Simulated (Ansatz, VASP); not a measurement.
# Two plane-wave programs on WS

```
CELL_PARAMETERS angstrom
0.00000 2.91947 2.91947
2.91947 0.00000 2.91947
2.91947 2.91947 0.00000
ATOMIC_POSITIONS crystal
W 0.00000 0.00000 0.00000
S 0.25000 0.25000 0.25000
```

Alike in both runs: task single point; functional r2SCAN; k mesh 12 × 12 × 12; occupations gaussian, width 0.1 eV; collinear spin; Hubbard terms W d U = 6.2 eV.

```csv
,VASP,Ansatz
version,VASP 6.6.1,Ansatz 0.2.0
potentials or method,"VASP PAW PBE potentials, release 64 (W_sv, S), cutoff 520 eV","scalar-relativistic, plane waves, PAW"
valence electrons in the cell,20,20
```

|  | VASP | Ansatz | Ansatz less VASP |
| --- | --- | --- | --- |
| gap on the k mesh at the Fermi level (eV) | none | none | - |
| pressure (GPa) | 1.2 | 2.9 | +1.76 |
| net moment per atom (μB) | 2.00 | 2.00 | 0.000 |
| size of the moment on the site where the two differ most (μB) | 3.23 | 2.69 | -0.544 |

VASP's potentials were made for PBE, not for r2SCAN. Site moments also hang on the region over which each program counts them. The programs project onto different local orbitals, so the same U acts differently, and such runs can settle in different states. A gap of «none» marks a metal or a gap that the smearing closes. Ansatz's warnings: filled band counts differ across k points, stability check not made.

Neither program's run includes spin-orbit coupling.
